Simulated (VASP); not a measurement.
Crystal: Ge2Sb2O.

```
Ge Sb O
1.0
     4.12244    0.00000    0.00000
    -2.06122    3.57014    0.00000
     0.00000    0.00000    6.74456
Ge Sb O
2 2 1
Cartesian
  2.0612 1.1900 2.6322
  0.0000 2.3801 4.1123
  2.0612 1.1900 5.2291
  0.0000 2.3801 1.5155
  0.0000 0.0000 0.0000
```

The cell was built from a structure type or drawn by symmetry, and may not be a known phase.

```yaml
Program: VASP 6.6.1
Task: relaxation of cell and atoms
Functional: PBE
Potentials_or_basis: VASP PAW PBE potentials, release 64 (Ge_d, Sb, O)
Cutoff: 600 eV
k_mesh: 6 × 6 × 4
Occupations: gaussian, width 0.1 eV
Spin: no spin polarisation
```

At the start: pressure 13.3 GPa; volume 19.85 Å³/atom.

**Question.** Where does the relaxation end?

**Answer.** Over 19 steps the energy falls by 365.4 meV/atom and the volume is 20.37 Å³/atom (+2.6 %); space group P-3m1 (No. 164, to 0.1 Å) before and after.

Step by step:
| step | energy change (eV) | largest force (eV/Å) | pressure (GPa) | volume (Å³) |
| --- | --- | --- | --- | --- |
| 1 | 0.0000 | 3.8923 | 13.29 | 99.26 |
| 2 | -0.9996 | 0.1773 | -7.32 | 124.59 |
| 3 | -1.1950 | 0.9533 | -3.07 | 115.48 |
| 4 | -1.4381 | 0.8269 | -1.81 | 110.36 |
| 5 | -1.4993 | 0.9618 | 6.93 | 95.49 |
| 6 | -1.6246 | 0.5728 | 1.65 | 102.52 |
| 7 | -1.6293 | 0.6544 | 2.30 | 101.43 |
| 8 | -1.7171 | 0.5684 | -0.22 | 103.24 |
| 9 | -1.7227 | 0.5791 | -0.64 | 103.60 |
| 10 | -1.7230 | 0.5594 | -1.38 | 104.31 |
| 11 | -1.7782 | 0.4355 | 0.27 | 101.58 |
| 12 | -1.7831 | 0.3660 | 0.93 | 100.67 |
| 13 | -1.8156 | 0.2298 | -0.16 | 102.13 |
| 14 | -1.8181 | 0.2067 | -0.47 | 102.69 |
| 15 | -1.8226 | 0.0796 | 0.46 | 101.48 |
| 16 | -1.8228 | 0.1052 | 0.29 | 101.70 |
| 17 | -1.8257 | 0.0463 | -0.04 | 102.09 |
| 18 | -1.8259 | 0.0394 | -0.19 | 102.29 |
| 19 | -1.8269 | 0.0133 | 0.07 | 101.85 |

Final structure:
```
CELL_PARAMETERS angstrom
3.84734 0.00000 0.00000
-1.92367 3.33190 0.00000
0.00000 0.00000 7.94558
ATOMIC_POSITIONS crystal
Ge 0.66667 0.33333 0.40778
Ge 0.33333 0.66667 0.59222
Sb 0.66667 0.33333 0.83056
Sb 0.33333 0.66667 0.16944
O 0.00000 0.00000 0.00000
```

Caveat: a cell axis changed by over 15 % at a fixed basis, so the end point is rough.
